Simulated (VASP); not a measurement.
SiGe2:

```
CELL_PARAMETERS angstrom
5.13833 0.00000 0.00000
-2.56917 4.44993 0.00000
0.00000 0.00000 2.46882
ATOMIC_POSITIONS crystal
Si 0.00000 0.00000 0.50000
Ge 0.33333 0.66667 0.50000
Ge 0.66667 0.33333 0.50000
```

The cell was built from a structure type or drawn by symmetry, and may not be a known phase.

```yaml
Program: VASP 6.6.1
Task: relaxation of cell and atoms
Functional: PBE
Potentials_or_basis: VASP PAW PBE potentials, release 64 (Si, Ge_d)
Cutoff: 600 eV
k_mesh: 6 × 6 × 8
Occupations: gaussian, width 0.1 eV
Spin: no spin polarisation
```

At the start: pressure -2.6 GPa; volume 18.82 Å³/atom.

Task: Where does the relaxation end?

Result: Over 8 steps the energy falls by 82.3 meV/atom and the volume is 17.97 Å³/atom (-4.5 %); space group P6/mmm (No. 191, to 0.1 Å) before and after.

The path:
```
step  energy change (eV)  largest force (eV/Å)  pressure (GPa)  volume (Å³)
   1              0.0000                0.0000           -2.58        56.45
   2             -0.1152                0.0000            0.46        53.95
   3             -0.1266                0.0000            8.29        49.58
   4             -0.1749                0.0000            2.36        52.42
   5             -0.1965                0.0000            5.04        51.01
   6             -0.1713                0.0000            3.21        52.39
   7             -0.2133                0.0000            4.19        51.50
   8             -0.2468                0.0000            0.14        53.91
```

Final structure:
```yaml
crystal:
  lattice:
    - [4.83424, 0.00000, 0.00000]
    - [-2.41712, 4.18657, 0.00000]
    - [0.00000, 0.00000, 2.66362]
  atoms:
    - { symbol: Si, position: [0.00000, 0.00000, 0.50000] }
    - { symbol: Ge, position: [0.33333, 0.66667, 0.50000] }
    - { symbol: Ge, position: [0.66667, 0.33333, 0.50000] }
```

Caveat: the highest band is partly filled, so the run has too few bands.
